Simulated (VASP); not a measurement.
TiB2 (AlB2 type): single point with LDA

Crystal: TiB2 (AlB2 type).

```
Ti B
1.0
     2.80167    0.00000    0.00000
    -1.40084    2.42632    0.00000
     0.00000    0.00000    2.88670
Ti B
1 2
Direct
  0.00000 0.00000 0.00000
  0.33333 0.66667 0.50000
  0.66667 0.33333 0.50000
```

This cell differs from its parent crystal: volume scaled by 0.8.

```json
{
  "Program": "VASP 6.6.1",
  "Task": "single point",
  "Functional": "LDA",
  "Potentials or basis": "VASP PAW LDA potentials, release 64 (Ti_sv, B)",
  "Cutoff": "520 eV",
  "k mesh": "11 × 11 × 9",
  "Occupations": "fermi-dirac, width 0.1 eV",
  "Spin": "no spin polarisation",
  "Dipole correction": "no",
  "Further INCAR settings": "ALGO = Normal; EDIFF = 1e-06; NBANDS = 16"
}
```

| Property | Result |
| --- | --- |
| Pressure | 95.8 GPa |
| Band gap on the k mesh | zero (band 9 reaches 13.76 eV, above the bottom of band 10 at 12.71 eV) |

Stress tensor (GPa, compression positive):
```
95.93  0.00  0.00
 0.00 95.93  0.00
 0.00  0.00 95.65
```

Levels at points of the mesh, in eV from the Fermi level:
```csv
k point,band 6,band 7,band 8,band 9,band 10,band 11,band 12,band 13
"(0.00, 0.00, 0.00)",-3.43,-3.43,-2.72,-1.68,2.86,2.86,5.41,5.41
```

Wall time 14 s on 1 thread of Intel(R) Xeon(R) Platinum 8488C (Sapphire Rapids), with other jobs on the host, peak memory 0.14 GiB.
